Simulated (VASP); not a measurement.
Write the native input for VASP 6.6.1 that does the following.

| Quantity | Value |
| --- | --- |
| Task | single point |
| Functional | PBEsol |
| Potentials or basis | VASP PAW PBE potentials, release 64 (Sr_sv, O) |
| Cutoff | 600 eV |
| k mesh | 6 × 6 × 6 |
| Occupations | gaussian, width 0.02 eV |
| Spin | no spin polarisation |
| Dipole correction | no |
| Further INCAR settings | ALGO = Normal; EDIFF = 1e-06; NBANDS = 15 |

The structure of SrO (e600) lies in POSCAR:

```
SrO
1.0
    0.0000000000      2.5612796254      2.5612796254
    2.5612796254      0.0000000000      2.5612796254
    2.5612796254      2.5612796254      0.0000000000
Sr O
1 1
Direct
    0.0000000000      0.0000000000      0.0000000000
    0.5000000000      0.5000000000      0.5000000000
```

One way to write it, as run:

INCAR

```
SYSTEM = SrO
ALGO     = Normal         ! electronic algorithm
EDIFF    = 1E-6           ! SCF threshold, eV
ENCUT    = 600            ! plane-wave cutoff, eV
GGA      = PS             ! functional
GGA_COMPAT= .FALSE.      
ISIF     = 2              ! what is computed and relaxed
ISMEAR   = 0              ! smearing method
LASPH    = .TRUE.         ! aspherical terms in the spheres
LCHARG   = .FALSE.        ! write CHGCAR
LREAL    = .FALSE.        ! projectors in reciprocal space
LWAVE    = .FALSE.        ! write WAVECAR
NBANDS   = 15             ! bands
NELM     = 120            ! most SCF steps
PREC     = Accurate       ! precision mode
SIGMA    = 0.02           ! smearing width, eV
```

KPOINTS

```
k-points
0
G
  6 6 6
  0 0 0
```

Potentials or basis: VASP PAW PBE potentials, release 64 (Sr_sv, O).

Run with:

```console
$ cat potpaw_PBE.64/Sr_sv/POTCAR potpaw_PBE.64/O/POTCAR > POTCAR
$ mpirun -np 1 vasp_std > vasp.out
```

It gave:

The pressure is 0.6 GPa. The band gap on the k mesh is 3.15 eV, indirect (least direct gap 3.23 eV).

Caveat: the PAW data sets were made with another functional, which shifts forces and pressure a little.

It used 11 s of CPU time on 1 thread of Intel Xeon 6975P-C, on a shared host.
